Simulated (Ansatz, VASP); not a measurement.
**Two plane-wave programs on Be3ZnSe4**

```
CELL_PARAMETERS angstrom
3.74725 0.00000 0.00000
-1.87363 3.24522 0.00000
0.00000 0.00000 12.41168
ATOMIC_POSITIONS crystal
Be 0.66667 0.33333 0.01254
Be 0.66667 0.33333 0.49281
Be 0.00000 0.00000 0.25312
Zn 0.00000 0.00000 0.75621
Se 0.66667 0.33333 0.19393
Se 0.66667 0.33333 0.67293
Se 0.00000 0.00000 0.43433
Se 0.00000 0.00000 0.95414
```

Alike in both runs: task relaxation of cell and atoms; functional PBE; k mesh 6 × 6 × 2; occupations gaussian, width 0.02 eV; no spin polarisation.

|  | VASP | Ansatz |
| --- | --- | --- |
| version | VASP 6.6.1 | Ansatz 0.2.0 |
| potentials or method | VASP PAW PBE potentials, release 64 (Be, Zn, Se), cutoff 600 eV | scalar-relativistic, plane waves, PAW |
| valence electrons in the cell | 42 | 82 |

Ansatz gave:

- gap on the k mesh at the Fermi level, each at its own relaxed structure (eV): 2.61
- relaxed volume (Å³/atom): 18.87
- relaxed cell length with the largest relative difference (Å): 3.747

Task: Estimate VASP's values.

Result: gap on the k mesh at the Fermi level, each at its own relaxed structure (eV): 2.60; relaxed volume (Å³/atom): 18.92; relaxed cell length with the largest relative difference (Å): 3.751.

VASP's potentials hold 42 valence electrons a cell and Ansatz's 82, so a difference there can come from the potentials and not from the codes.
